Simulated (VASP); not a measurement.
# CuO (C2/c) in VASP: single point with PBE+U

Aim: the single point of CuO with PBE+U.

Program: VASP 6.6.1. These are calculated values, not measurements. Logs are shortened: lines on timing, memory, paths and dates and some standing lists are left out, and cuts for length are marked.

### Step 1. The cell of the first run

It takes space group C2/c (No. 15, monoclinic). The conventional cell has a = 4.588 Å, b = 3.460 Å, c = 5.163 Å, α = 90.00°, β = 97.27°, γ = 90.00°. Cu (site symmetry -1) has 4 O at 1.94 to 1.95 Å within 2.6 Å. O (site symmetry 2) has 4 Cu at 1.94 to 1.95 Å and 2 O at 2.61 Å within 2.7 Å.

### Step 2. Single point, PBE+U, collinear spin

INCAR reads:

```
ALGO = Normal ; EDIFF = 1E-6
ENCUT = 520 ; GGA = PE
ISIF = 2 ; ISMEAR = 0
ISPIN = 2 ; LASPH = T
LCHARG = F ; LDAU = T
LDAUJ = 0 0 ; LDAUL = 2 -1
LDAUPRINT = 1 ; LDAUTYPE = 2
LDAUU = 4 0 ; LMAXMIX = 4
LORBIT = 11 ; LREAL = F
LWAVE = F ; MAGMOM = 0.66 0.66 0 0
NBANDS = 29 ; NELM = 150
PREC = Accurate ; SIGMA = 0.05
```

KPOINTS reads:

```
k-points
0
Gamma
  10 10 6
```

POSCAR reads:

```
CuO
1.0
    2.2935781470     -1.7301714705      0.0429392166
    2.2935781470      1.7301714705      0.0429392166
   -0.7491481818      0.0000000000      5.1079375387
Cu O
2 2
Direct
   -0.0057499030      0.4942450236      0.0018492990
    0.4942450236     -0.0057499030      0.5018492990
    0.5539679695      0.4345369099      0.2518507010
    0.4345369099      0.5539679695      0.7518507010
```

Potentials or basis: VASP PAW PBE potentials, release 64 (Cu, O).

Launch:

```
$ cat potpaw_PBE.64/Cu/POTCAR potpaw_PBE.64/O/POTCAR > POTCAR
$ mpirun -np 1 vasp_std > vasp.out
```

OUTCAR:

```text
EDIFF = 1E-6
   ENCUT = 520
   GGA = PE
   ISIF = 2
   ISMEAR = 0
   ISPIN = 2
   LASPH = T
   LORBIT = 11
   LREAL = F
   NELM = 150
   PREC = Accurate

 ion  position               nearest neighbor table
   1  0.994  0.494  0.002-   4 1.94   3 1.94   3 1.95   4 1.95
   2  0.494  0.994  0.502-   3 1.94   4 1.94   4 1.95   3 1.95
   3  0.554  0.435  0.252-   2 1.94   1 1.94   1 1.95   2 1.95
   4  0.435  0.554  0.752-   1 1.94   2 1.94   2 1.95   1 1.95

  LATTYP: Found a base centered monoclinic cell.
 ALAT       =     4.5879601100
 B/A-ratio  =     0.7542225429
 C/A-ratio  =     1.1252455313
 COS(beta)  =    -0.1265656402

  Lattice vectors:

 A1 = (   2.2935781470,  -1.7301714705,   0.0429392166)
 A2 = (   2.2935781470,   1.7301714705,   0.0429392166)
 A3 = (  -0.7491481818,   0.0000000000,   5.1079375387)

Analysis of symmetry for initial positions (statically):
=====================================================================
 Subroutine PRICEL returns:
 Original cell was already a primitive cell.

 Routine SETGRP: Setting up the symmetry group for a
 base centered monoclinic supercell.

 Subroutine GETGRP returns: Found  2 space group operations
 (whereof  1 operations were pure point group operations)
 out of a pool of  4 trial point group operations.

The static configuration has the point symmetry C_1 .
 The point group associated with its full space group is C_1h.

Analysis of symmetry for dynamics (positions and initial velocities):
=====================================================================
 Subroutine PRICEL returns:
 Original cell was already a primitive cell.

 Routine SETGRP: Setting up the symmetry group for a
 base centered monoclinic supercell.

 Subroutine GETGRP returns: Found  2 space group operations
 (whereof  1 operations were pure point group operations)
 out of a pool of  4 trial point group operations.

The dynamic configuration has the point symmetry C_1 .
 The point group associated with its full space group is C_1h.

Analysis of structural, dynamic, and magnetic symmetry:
=====================================================================
 Subroutine PRICEL returns:
 Original cell was already a primitive cell.

 Routine SETGRP: Setting up the symmetry group for a
 base centered monoclinic supercell.

 Subroutine GETGRP returns: Found  2 space group operations
 (whereof  1 operations were pure point group operations)
 out of a pool of  4 trial point group operations.

The overall configuration has the point symmetry C_1 .
 The point group associated with its full space group is C_1h.

 Subroutine INISYM returns: Found  2 space group operations
 (whereof  1 operations are pure point group operations),
 and found     1 'primitive' translations

----------------------------------------------------------------------------------------

                                     Primitive cell

  volume of cell :      40.6508

[... 143 lines left out ...]
  0.0094 -0.0006  0.9745  0.0019 -0.0018
 -0.0048 -0.0263  0.0019  1.0072 -0.0091
  0.0016  0.0074 -0.0018 -0.0091  0.9761

spin component  2

  0.9515 -0.0260  0.0131  0.0278 -0.0074
 -0.0260  0.7827  0.0119  0.2536 -0.0684
  0.0131  0.0119  0.9684 -0.0153  0.0024
  0.0278  0.2536 -0.0153  0.6152  0.0952
 -0.0074 -0.0684  0.0024  0.0952  0.9393

 occupancies and eigenvectors

  o =  0.4027  v =  0.0000  0.0000  0.0000  0.0000  0.0000 -0.0707 -0.5708  0.0359  0.7888 -0.2138      0.0000  0.0000  0.0000  0.0000  0.0000  0.0000  0.0000  0.0000  0.0000  0.0000
  o =  0.9465  v =  0.0000  0.0000  0.0000  0.0000  0.0000  0.8518  0.1509 -0.4574  0.1788 -0.1020      0.0000  0.0000  0.0000  0.0000  0.0000  0.0000  0.0000  0.0000  0.0000  0.0000
  o =  0.9556  v =  0.8605  0.1543 -0.4490  0.1596 -0.0924  0.0000  0.0000  0.0000  0.0000  0.0000      0.0000  0.0000  0.0000  0.0000  0.0000  0.0000  0.0000  0.0000  0.0000  0.0000
  o =  0.9651  v =  0.0000  0.0000  0.0000  0.0000  0.0000  0.1134 -0.0322  0.0816  0.2433  0.9593      0.0000  0.0000  0.0000  0.0000  0.0000  0.0000  0.0000  0.0000  0.0000  0.0000
  o =  0.9668  v =  0.0000  0.0000  0.0000  0.0000  0.0000 -0.1279  0.7960  0.2537  0.5226 -0.1123      0.0000  0.0000  0.0000  0.0000  0.0000  0.0000  0.0000  0.0000  0.0000  0.0000
  o =  0.9732  v =  0.0939 -0.7613 -0.2724 -0.5768 -0.0691  0.0000  0.0000  0.0000  0.0000  0.0000      0.0000  0.0000  0.0000  0.0000  0.0000  0.0000  0.0000  0.0000  0.0000  0.0000
  o =  0.9735  v =  0.1425 -0.1880  0.0567  0.1293  0.9615  0.0000  0.0000  0.0000  0.0000  0.0000      0.0000  0.0000  0.0000  0.0000  0.0000  0.0000  0.0000  0.0000  0.0000  0.0000
  o =  0.9760  v =  0.0000  0.0000  0.0000  0.0000  0.0000  0.4900 -0.1296  0.8476 -0.1168 -0.1048      0.0000  0.0000  0.0000  0.0000  0.0000  0.0000  0.0000  0.0000  0.0000  0.0000
  o =  0.9798  v =  0.4778 -0.1278  0.8485 -0.1390 -0.1271  0.0000  0.0000  0.0000  0.0000  0.0000      0.0000  0.0000  0.0000  0.0000  0.0000  0.0000  0.0000  0.0000  0.0000  0.0000
  o =  1.0299  v = -0.0452 -0.5874  0.0323  0.7783 -0.2147  0.0000  0.0000  0.0000  0.0000  0.0000      0.0000  0.0000  0.0000  0.0000  0.0000  0.0000  0.0000  0.0000  0.0000  0.0000

atom =   2  type =  1  l = 2

 onsite density matrix

spin component  1

  0.9618 -0.0012 -0.0094  0.0048 -0.0016
 -0.0012  0.9925  0.0006  0.0263 -0.0074
 -0.0094  0.0006  0.9745  0.0019 -0.0018
  0.0048  0.0263  0.0019  1.0072 -0.0091
 -0.0016 -0.0074 -0.0018 -0.0091  0.9761

spin component  2

  0.9515 -0.0260 -0.0131 -0.0278  0.0074
 -0.0260  0.7827 -0.0119 -0.2536  0.0684
 -0.0131 -0.0119  0.9684 -0.0153  0.0024
 -0.0278 -0.2536 -0.0153  0.6152  0.0952
  0.0074  0.0684  0.0024  0.0952  0.9393

 occupancies and eigenvectors

  o =  0.4027  v =  0.0000  0.0000  0.0000  0.0000  0.0000  0.0707  0.5708  0.0359  0.7888 -0.2138      0.0000  0.0000  0.0000  0.0000  0.0000  0.0000  0.0000  0.0000  0.0000  0.0000
  o =  0.9465  v =  0.0000  0.0000  0.0000  0.0000  0.0000 -0.8518 -0.1509 -0.4574  0.1788 -0.1020      0.0000  0.0000  0.0000  0.0000  0.0000  0.0000  0.0000  0.0000  0.0000  0.0000
  o =  0.9556  v =  0.8605  0.1543  0.4490 -0.1596  0.0924  0.0000  0.0000  0.0000  0.0000  0.0000      0.0000  0.0000  0.0000  0.0000  0.0000  0.0000  0.0000  0.0000  0.0000  0.0000
  o =  0.9651  v =  0.0000  0.0000  0.0000  0.0000  0.0000 -0.1134  0.0322  0.0816  0.2433  0.9593      0.0000  0.0000  0.0000  0.0000  0.0000  0.0000  0.0000  0.0000  0.0000  0.0000
  o =  0.9668  v =  0.0000  0.0000  0.0000  0.0000  0.0000  0.1279 -0.7960  0.2537  0.5226 -0.1123      0.0000  0.0000  0.0000  0.0000  0.0000  0.0000  0.0000  0.0000  0.0000  0.0000
  o =  0.9732  v = -0.0939  0.7613 -0.2724 -0.5768 -0.0691  0.0000  0.0000  0.0000  0.0000  0.0000      0.0000  0.0000  0.0000  0.0000  0.0000  0.0000  0.0000  0.0000  0.0000  0.0000
  o =  0.9735  v = -0.1425  0.1880  0.0567  0.1293  0.9615  0.0000  0.0000  0.0000  0.0000  0.0000      0.0000  0.0000  0.0000  0.0000  0.0000  0.0000  0.0000  0.0000  0.0000  0.0000
  o =  0.9760  v =  0.0000  0.0000  0.0000  0.0000  0.0000 -0.4900  0.1296  0.8476 -0.1168 -0.1048      0.0000  0.0000  0.0000  0.0000  0.0000  0.0000  0.0000  0.0000  0.0000  0.0000
  o =  0.9798  v =  0.4778 -0.1278 -0.8485  0.1390  0.1271  0.0000  0.0000  0.0000  0.0000  0.0000      0.0000  0.0000  0.0000  0.0000  0.0000  0.0000  0.0000  0.0000  0.0000  0.0000
  o =  1.0299  v =  0.0452  0.5874  0.0323  0.7783 -0.2147  0.0000  0.0000  0.0000  0.0000  0.0000      0.0000  0.0000  0.0000  0.0000  0.0000  0.0000  0.0000  0.0000  0.0000  0.0000

 number of electron      33.9999987 magnetization       1.9872078

 Free energy of the ion-electron system (eV)
  ---------------------------------------------------
  ext. energy  EPLUGINS =         0.00000000
  ---------------------------------------------------
  free energy    TOTEN  =       -17.13096074 eV

  energy without entropy =      -17.13064364  energy(sigma->0) =      -17.13080219

 E-fermi :   5.4880     XC(G=0): -11.8258

 val. band max:        5.4808983391   @ k =   0.5000   0.5000  -0.0000
 cond. band min:       5.4964902046   @ k =   0.5000   0.4000   0.0000
 fundamental gap:      0.0155918655
 Fermi energy:         5.4879985845

 spin component 1

 k-point     1 :       0.0000    0.0000    0.0000
  band No.  band energies     occupation
      1     -14.2897      1.00000
      2     -12.9399      1.00000
      3      -2.9994      1.00000
      4      -1.7601      1.00000
      5      -1.3507      1.00000
      6       0.3110      1.00000
[... 1529 lines left out ...]
     28      24.1996      0.00000
     29      24.5155      0.00000

 [... further k-points ...]

------------------------ aborting loop because EDIFF is reached ----------------------------------------

  FORCE on cell =-STRESS in cart. coord.  units (eV):
  Direction    XX          YY          ZZ          XY          YZ          ZX
  --------------------------------------------------------------------------------------
  -------------------------------------------------------------------------------------
  Total        1.7812378      1.8707733      1.6051195      0.0000000      0.0000000      0.0774299
  in kB       70.2042469     73.7331265     63.2628648      0.0000000      0.0000000      3.0517600
  external PRESSURE =      69.0667461 kB  Pullay stress =       0.0000000 kB

 VOLUME and BASIS-vectors are now :
 -----------------------------------------------------------------------------
  energy-cutoff  :      520.00
  volume of cell :       40.65
      direct lattice vectors                 reciprocal lattice vectors
     2.293578147 -1.730171470  0.042939217     0.217403047 -0.288988698  0.031885100
     2.293578147  1.730171470  0.042939217     0.217403047  0.288988698  0.031885100
    -0.749148182  0.000000000  5.107937539    -0.003655141  0.000000000  0.195237657

 POSITION                                       TOTAL-FORCE (eV/Angst)
 -----------------------------------------------------------------------------------
      3.41259     -0.86509      0.07336         0.000427     -0.000040      0.000531
      3.03802      0.86509      2.62733         0.000427      0.000040      0.000531
      2.07854     -0.20664      1.32888        -0.000427     -0.005530     -0.000531
      1.70397      0.20664      3.88285        -0.000427      0.005530     -0.000531
 -----------------------------------------------------------------------------------
    total drift:                                0.001027     -0.000000      0.000669

  FREE ENERGIE OF THE ION-ELECTRON SYSTEM (eV)
  ---------------------------------------------------
  free  energy   TOTEN  =       -17.1309607420 eV

  energy  without entropy=      -17.1306436370  energy(sigma->0) =      -17.13080219

 total charge

# of ion       s       p       d       tot
------------------------------------------
    1        0.388   0.404   9.148   9.940
    2        0.388   0.404   9.148   9.940
    3        1.557   3.448   0.000   5.006
    4        1.557   3.448   0.000   5.006
--------------------------------------------------
tot          3.890   7.705  18.296  29.890

 magnetization (x)

# of ion       s       p       d       tot
------------------------------------------
    1       -0.004   0.003   0.655   0.654
    2       -0.004   0.003   0.655   0.654
    3        0.020   0.280   0.000   0.300
    4        0.020   0.280   0.000   0.300
--------------------------------------------------
tot          0.033   0.565   1.310   1.907
```

Run time: 3.5 min. Hardware: 1 thread of Intel Xeon Platinum 8488C (Sapphire Rapids), shared host; peak memory 0.38 GiB.

What came out:

| Quantity | Value |
| --- | --- |
| Free energy | -17.1310 eV |
| Pressure | 6.9 GPa |
| Largest force | 0.006 eV/Å |
| Band gap on the k mesh | zero (filled and empty bands overlap) |
| Net moment | 1.99 μB per cell |
| Site moments | Cu +0.65; O +0.30 μB |
| Valence electrons inside the program's atomic spheres | Cu 9.94; O 5.01 |

Forces on the atoms (eV/Å):
```
Cu   0.000  0.000  0.001
Cu   0.000  0.000  0.001
O    0.000 -0.006 -0.001
O    0.000  0.006 -0.001
```

Stress tensor (GPa, compression positive):
```
7.02 0.00 0.31
0.00 7.37 0.00
0.31 0.00 6.33
```

Eigenvalues of the final occupation matrices:
```csv
site,spin,trace,eigenvalues
site 1 d,1,4.91,0.96 0.97 0.97 0.98 1.03
site 1 d,2,4.26,0.40 0.95 0.97 0.97 0.98
site 2 d,1,4.91,0.96 0.97 0.97 0.98 1.03
site 2 d,2,4.26,0.40 0.95 0.97 0.97 0.98
```

Caveat: the cell stands under pressure.
